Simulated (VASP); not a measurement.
Here is a VASP 6.6.1 calculation.

INCAR

```
PREC = Accurate
ENCUT = 520
EDIFF = 1E-6
ISMEAR = 0
SIGMA = 0.01
LREAL = F
LASPH = T
NELM = 100
ALGO = Normal
ISIF = 2
LWAVE = F
LCHARG = T
GGA = PE
LELF = T
LVHAR = T
NBANDS = 30
```

File KPOINTS:

```
Automatic mesh
0
Gamma
  4 4 4
```

POSCAR

```
CsPbCl3
1.0
    4.0141224174      2.3175546582      3.2773181968
   -4.0141224174      2.3175546582      3.2773181968
    0.0000000000     -4.6351093164      3.2773181968
Cs Pb Cl
1 1 3
Direct
    0.5000000000      0.5000000000      0.5000000000
    0.0000000000      0.0000000000      0.0000000000
    0.5000000000      0.0000514085      0.9999485915
    0.0000514085      0.9999485915      0.5000000000
    0.9999485915      0.5000000000      0.0000514085
```

Potentials or basis: VASP PAW PBE potentials, release 64 (Cs_sv, Pb_d, Cl).

Launch:

```bash
$ cat potpaw_PBE.64/Cs_sv/POTCAR potpaw_PBE.64/Pb_d/POTCAR potpaw_PBE.64/Cl/POTCAR > POTCAR
$ mpirun -np 1 vasp_std > vasp.out
```

(1) Estimate the band gap on the k mesh.

(2) What does it give for the pressure?

## Answers

(1) 2.10 eV.

(2) 0.7 GPa.

Caveat: spin-orbit coupling is left out, which moves the levels of the heavy elements.
